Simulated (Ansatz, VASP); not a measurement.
One calculation of InSe2, two programs

```xyz
6
Lattice="3.8609 0.0000 0.0000 0.0000 3.8609 0.0000 0.0000 0.0000 9.5482" Properties=species:S:1:pos:R:3 pbc="T T T"
In    0.0000    1.9305    6.7205
In    1.9305    0.0000    2.8277
Se    0.0000    1.9305    3.4730
Se    1.9305    0.0000    6.0752
Se    0.0000    0.0000    0.0000
Se    1.9305    1.9305    0.0000
```

Alike in both runs: functional r2SCAN; k mesh 10 × 10 × 4; occupations gaussian, width 0.1 eV; no spin polarisation.

Ansatz relaxed the structure, and its values are those at the end. VASP's run is a single point on that final structure, the one shown.

```csv
,VASP,Ansatz
version,VASP 6.6.1,Ansatz 0.2.0
potentials or method,"VASP PAW PBE potentials, release 64 (In_d, Se), cutoff 520 eV","scalar-relativistic, plane waves, PAW"
valence electrons in the cell,50,90
```

```csv
,VASP,Ansatz,Ansatz less VASP
gap on the k mesh at the Fermi level (eV),none,none,-
pressure (GPa),0.0,0.0,-0.03
```

VASP's potentials were made for PBE, not for r2SCAN. A gap of «none» marks a metal or a gap that the smearing closes. VASP's potentials hold 50 valence electrons a cell and Ansatz's 90, so a difference there can come from the potentials and not from the codes.
